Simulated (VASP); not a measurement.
# TePb (Fm-3m) in VASP: single point with LDA

Aim: the single point of TePb with LDA.

All numbers are computed with VASP 6.6.1; they aren't measurements. Logs are shortened: lines on timing, memory, paths and dates and some standing lists are left out, and cuts for length are marked.

## 1. The cell of the first run

The structure is cubic, space group Fm-3m (No. 225). The conventional cell has a = 6.462 Å, b = 6.462 Å, c = 6.462 Å, α = 90.00°, β = 90.00°, γ = 90.00°. Te (site symmetry m-3m) has 6 Pb at 3.23 Å within 4.3 Å. Within 4.3 Å of Pb (site symmetry m-3m) lie 6 Te at 3.23 Å.

## 2. Single point, LDA

INCAR reads:

```
PREC = Accurate ; ENCUT = 500
EDIFF = 1E-6 ; ISMEAR = 0
SIGMA = 0.05 ; LREAL = F
LASPH = T ; NELM = 120
ALGO = Normal ; ISIF = 2
LWAVE = F ; LCHARG = F
GGA = CA ; NBANDS = 94
GGA_COMPAT = F
```

KPOINTS reads:

```
Automatic mesh
0
Gamma
  2 2 2
```

POSCAR reads:

```
TePb
1.0
    0.0000000000      6.4620000000      6.4620000000
    6.4620000000      0.0000000000      6.4620000000
    6.4620000000      6.4620000000      0.0000000000
Te Pb
8 8
Direct
    0.2500000000      0.2500000000      0.2500000000
    0.2500000000      0.2500000000      0.7500000000
    0.2500000000      0.7500000000      0.2500000000
    0.2500000000      0.7500000000      0.7500000000
    0.7500000000      0.2500000000      0.2500000000
    0.7500000000      0.2500000000      0.7500000000
    0.7500000000      0.7500000000      0.2500000000
    0.7500000000      0.7500000000      0.7500000000
    0.0000000000      0.0000000000      0.0000000000
    0.0000000000      0.0000000000      0.5000000000
    0.0000000000      0.5000000000      0.0000000000
    0.0000000000      0.5000000000      0.5000000000
    0.5000000000      0.0000000000      0.0000000000
    0.5000000000      0.0000000000      0.5000000000
    0.5000000000      0.5000000000      0.0000000000
    0.5000000000      0.5000000000      0.5000000000
```

Potentials or basis: VASP PAW LDA potentials, release 64 (Te, Pb_d).

On the command line:

```
$ cat potpaw_LDA.64/Te/POTCAR potpaw_LDA.64/Pb_d/POTCAR > POTCAR
$ mpirun -np 1 vasp_std > vasp.out
```

OUTCAR:

```text
PREC = Accurate
   ENCUT = 500
   EDIFF = 1E-6
   ISMEAR = 0
   LREAL = F
   LASPH = T
   NELM = 120
   ISIF = 2
   GGA = CA

 ion  position               nearest neighbor table
   1  0.250  0.250  0.250-  10 3.23  11 3.23  12 3.23  13 3.23  14 3.23  15 3.23
   2  0.250  0.250  0.750-   9 3.23  11 3.23  12 3.23  13 3.23  14 3.23  16 3.23
   3  0.250  0.750  0.250-   9 3.23  10 3.23  12 3.23  13 3.23  15 3.23  16 3.23
   4  0.250  0.750  0.750-   9 3.23  10 3.23  11 3.23  14 3.23  15 3.23  16 3.23
   5  0.750  0.250  0.250-   9 3.23  10 3.23  11 3.23  14 3.23  15 3.23  16 3.23
   6  0.750  0.250  0.750-   9 3.23  10 3.23  12 3.23  13 3.23  15 3.23  16 3.23
[... 8 lines left out ...]
  15  0.500  0.500  0.000-   1 3.23   3 3.23   4 3.23   5 3.23   6 3.23   8 3.23
  16  0.500  0.500  0.500-   2 3.23   3 3.23   4 3.23   5 3.23   6 3.23   7 3.23
[... 6 lines left out ...]
 A1 = (   0.0000000000,   6.4620000000,   6.4620000000)
 A2 = (   6.4620000000,   0.0000000000,   6.4620000000)
 A3 = (   6.4620000000,   6.4620000000,   0.0000000000)

Analysis of symmetry for initial positions (statically):
=====================================================================
 Subroutine PRICEL returns following result:

  LATTYP: Found a face centered cubic cell.
 ALAT       =     6.4620000000

  Lattice vectors:

 A1 = (   0.0000000000,   3.2310000000,   3.2310000000)
 A2 = (   3.2310000000,   0.0000000000,   3.2310000000)
 A3 = (   3.2310000000,   3.2310000000,   0.0000000000)

   8 primitive cells build up your supercell.

 Routine SETGRP: Setting up the symmetry group for a
 face centered cubic supercell.

 Subroutine GETGRP returns: Found 48 space group operations
 (whereof 48 operations were pure point group operations)
 out of a pool of 48 trial point group operations.

The static configuration has the point symmetry O_h .

Analysis of symmetry for dynamics (positions and initial velocities):
=====================================================================
 Subroutine PRICEL returns following result:

  LATTYP: Found a face centered cubic cell.
 ALAT       =     6.4620000000

  Lattice vectors:

 A1 = (   0.0000000000,   3.2310000000,   3.2310000000)
 A2 = (   3.2310000000,   0.0000000000,   3.2310000000)
 A3 = (   3.2310000000,   3.2310000000,   0.0000000000)

   8 primitive cells build up your supercell.

 Routine SETGRP: Setting up the symmetry group for a
 face centered cubic supercell.

 Subroutine GETGRP returns: Found 48 space group operations
 (whereof 48 operations were pure point group operations)
[... 86 lines left out ...]
   ISIF   =      2    stress and relaxation
   ISYM   =      2    0-nonsym 1-usesym 2-fastsym
   POTIM  = 0.5000    time-step for ionic-motion
   TEBEG  =    0.0;   TEEND  =   0.0 temperature during run
   PSTRESS=    0.0 pullay stress
   NELECT =     160.0000    total number of electrons
   NUPDOWN=      -1.0000    fix difference up-down
   EMIN   =  10.00;   EMAX   =-10.00  energy-range for DOS
   EFERMI =   0.00;   METHOD = LEGACY
   ISMEAR =     0;   SIGMA  =   0.05  broadening in eV -4-tet -1-fermi 0-gaus
   EFERMI_NEDOS =   21; number of points for ismear=-14 and -15
   IALGO  =     38    algorithm
   IMIX   =      4    mixing-type and parameters
     AMIX     =   0.40;   BMIX     =  1.00
     AMIX_MAG =   1.60;   BMIX_MAG =  1.00
  volume/ion in A,a.u.               =      33.73       227.62
  Fermi-wavevector in a.u.,A,eV,Ry     =   1.091619  2.062861 16.213147  1.191633
  Thomas-Fermi vector in A             =   2.227868
   LORBIT       =      0    0 simple, 1 ext, 2 COOP (PROOUT), +10 PAW based schemes
   GGA     = CA    functional components
   LHFCALC =     F    Hartree Fock is set to
   AEXX    =    0.0000 exact exchange contribution
   IVDW    =     0    specifies the selected vdW correction
   LEPSILON=     F    determine dielectric tensor
   LRPA    =     F    only Hartree local field effects (RPA)
 non-spin polarized calculation
 Gauss-broadening in eV      SIGMA  =   0.05
  energy-cutoff  :      500.00
  volume of cell :      539.67
 maximum number of plane-waves:     13762
 NGX is ok and might be reduce to    70
   NGX = 33   NGY = 33   NGZ = 33

 number of electron     159.9999980 magnetization

 Free energy of the ion-electron system (eV)
  ---------------------------------------------------
  ext. energy  EPLUGINS =         0.00000000
  ---------------------------------------------------
  free energy    TOTEN  =       -70.04509178 eV

  energy without entropy =      -70.04509178  energy(sigma->0) =      -70.04509178

 E-fermi :   5.6787     XC(G=0):  -9.5768

 val. band max:        5.4089979467   @ k =   0.0000   0.0000   0.0000
 cond. band min:       6.0449970436   @ k =   0.0000   0.0000   0.0000
 fundamental gap:      0.6359990969
 Fermi energy:         5.6787401864

 k-point     1 :       0.0000    0.0000    0.0000
  band No.  band energies     occupation
      1     -11.3265      2.00000
      2     -11.3265      2.00000
      3     -11.3265      2.00000
      4     -11.2777      2.00000
      5     -11.2777      2.00000
      6     -11.2777      2.00000
[... 274 lines left out ...]
     91       7.9373      0.00000
     92       7.9373      0.00000
 [bands above 92 left out]

------------------------ aborting loop because EDIFF is reached ----------------------------------------

  FORCE on cell =-STRESS in cart. coord.  units (eV):
  Direction    XX          YY          ZZ          XY          YZ          ZX
  --------------------------------------------------------------------------------------
  -------------------------------------------------------------------------------------
  Total       -5.5130286     -5.5130286     -5.5130286     -0.0000000     -0.0000000      0.0000000
  in kB      -16.3670335    -16.3670335    -16.3670335     -0.0000000     -0.0000000      0.0000000
  external PRESSURE =     -16.3670335 kB  Pullay stress =       0.0000000 kB

 VOLUME and BASIS-vectors are now :
 -----------------------------------------------------------------------------
  energy-cutoff  :      500.00
  volume of cell :      539.67
      direct lattice vectors                 reciprocal lattice vectors
     0.000000000  6.462000000  6.462000000    -0.077375426  0.077375426  0.077375426
     6.462000000  0.000000000  6.462000000     0.077375426 -0.077375426  0.077375426
     6.462000000  6.462000000  0.000000000     0.077375426  0.077375426 -0.077375426

 POSITION                                       TOTAL-FORCE (eV/Angst)
 -----------------------------------------------------------------------------------
      3.23100      3.23100      3.23100        -0.000000     -0.000000      0.000000
      6.46200      6.46200      3.23100         0.000000      0.000000     -0.000000
      6.46200      3.23100      6.46200        -0.000000      0.000000      0.000000
      9.69300      6.46200      6.46200         0.000000     -0.000000     -0.000000
      3.23100      6.46200      6.46200         0.000000     -0.000000     -0.000000
      6.46200      9.69300      6.46200         0.000000      0.000000     -0.000000
[... 8 lines left out ...]
      3.23100      3.23100      6.46200        -0.000000     -0.000000      0.000000
      6.46200      6.46200      6.46200        -0.000000     -0.000000     -0.000000
 -----------------------------------------------------------------------------------
    total drift:                               -0.000000      0.000000     -0.000000

  FREE ENERGIE OF THE ION-ELECTRON SYSTEM (eV)
  ---------------------------------------------------
  free  energy   TOTEN  =       -70.0450917816 eV

  energy  without entropy=      -70.0450917816  energy(sigma->0) =      -70.04509178
```

OSZICAR:

```text
N       E                     dE             d eps       ncg     rms          rms(c)
DAV:   1     0.177355698137E+04    0.17736E+04   -0.67566E+04   564   0.165E+03
DAV:   2     0.184606600475E+03   -0.15890E+04   -0.15501E+04   564   0.454E+02
DAV:   3    -0.533559237863E+02   -0.23796E+03   -0.22757E+03   706   0.204E+02
DAV:   4    -0.702321942954E+02   -0.16876E+02   -0.16587E+02   664   0.551E+01
DAV:   5    -0.710545863948E+02   -0.82239E+00   -0.82170E+00   676   0.113E+01    0.974E+00
DAV:   6    -0.701122275713E+02    0.94236E+00   -0.20216E+00   762   0.466E+00    0.661E+00
DAV:   7    -0.700606502810E+02    0.51577E-01   -0.92591E-01   762   0.259E+00    0.185E+00
DAV:   8    -0.700448847515E+02    0.15766E-01   -0.12339E-01   658   0.148E+00    0.935E-01
DAV:   9    -0.700457763432E+02   -0.89159E-03   -0.87979E-03   714   0.332E-01    0.171E-01
DAV:  10    -0.700450656162E+02    0.71073E-03   -0.19737E-03   712   0.199E-01    0.626E-02
DAV:  11    -0.700451140577E+02   -0.48442E-04   -0.81963E-04   698   0.959E-02    0.810E-02
DAV:  12    -0.700450930160E+02    0.21042E-04   -0.82765E-05   664   0.339E-02    0.315E-02
DAV:  13    -0.700450919109E+02    0.11051E-05   -0.12683E-05   542   0.130E-02    0.476E-03
DAV:  14    -0.700450917816E+02    0.12932E-06   -0.79197E-07   332   0.436E-03
   1 F= -.70045092E+02 E0= -.70045092E+02  d E =-.323224E-14
```

stdout:

```text
POSCAR found type information on POSCAR TePb
 POSCAR found :  2 types and      16 ions
 scaLAPACK will be used
 LDA part: xc-table for (Slater(with rela. corr.)+CA(PZ))
 , standard interpolation
 POSCAR, INCAR and KPOINTS ok, starting setup
 FFT: planning ... GRIDC
 FFT: planning ... GRID_SOFT
 FFT: planning ... GRID
 WAVECAR not read
 entering main loop
```

Run time: 6 min. Hardware: 1 thread of Intel Xeon Platinum 8488C (Sapphire Rapids), shared host; peak memory 0.54 GiB.

Results:

- Free energy: -70.0451 eV
- Pressure: -1.6 GPa
- Band gap on the k mesh: 0.64 eV

Levels at points of the mesh, in eV from the valence-band top:
```csv
k point,band 78,band 79,band 80,band 81,band 82,band 83
"(0.00, 0.00, 0.00)",0.00,0.00,0.00,0.64,0.64,0.64
"(0.50, 0.00, 0.00)",-1.17,-0.67,-0.67,2.04,2.04,2.39
"(0.50, 0.50, 0.00)",-0.64,-0.34,-0.34,1.59,1.59,1.61
```

Caveat: the k points lie up to 0.42 Å⁻¹ apart; spin-orbit coupling is left out, which moves the levels of the heavy elements.
